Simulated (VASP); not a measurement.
**Cs: single point with PBE**

The system is Cs, a sheet with vacuum.

```
Cs
1.0
    13.09372    0.00000    0.00000
    -6.54686   11.33949    0.00000
     0.00000    0.00000   26.90402
Cs
6
Direct
  0.66668 0.00000 0.33106
  0.00000 0.66668 0.33106
  0.33332 0.33332 0.33106
  0.00000 0.33332 0.22648
  0.33332 0.00000 0.22648
  0.66668 0.66668 0.22648
```

The cell was generated, and may not be a known phase.

- Program: VASP 6.6.1
- Task: single point
- Functional: PBE
- Potentials or basis: VASP PAW PBE potentials, release 64 (Cs_sv)
- Cutoff: 520 eV
- k mesh: 3 × 3 × 1
- Occupations: gaussian, width 0.1 eV
- Spin: no spin polarisation

```
Largest force          : 0.007 eV/Å
Band gap on the k mesh : zero (filled and empty bands touch)
```

Forces on the atoms (eV/Å):
```
Cs   0.000  0.000  0.007
Cs   0.000  0.000  0.007
Cs   0.000  0.000  0.007
Cs   0.000  0.000 -0.007
Cs   0.000  0.000 -0.007
Cs   0.000  0.000 -0.007
```

Levels at points of the mesh, in eV from the Fermi level:
| k point | band 23 | band 24 | band 25 | band 26 | band 27 | band 28 | band 29 | band 30 | band 31 | band 32 |
| --- | --- | --- | --- | --- | --- | --- | --- | --- | --- | --- |
| (0.00, 0.00, 0.00) | -11.17 | -11.17 | -1.11 | 0.06 | 0.06 | 0.06 | 0.06 | 0.08 | 0.39 | 0.39 |

Run time: 14 min on 1 thread of Intel(R) Xeon(R) 6975P-C (Granite Rapids), on a shared host, peak memory 2.8 GiB.

Caveat: spin-orbit coupling is left out, which moves the levels of the heavy elements.
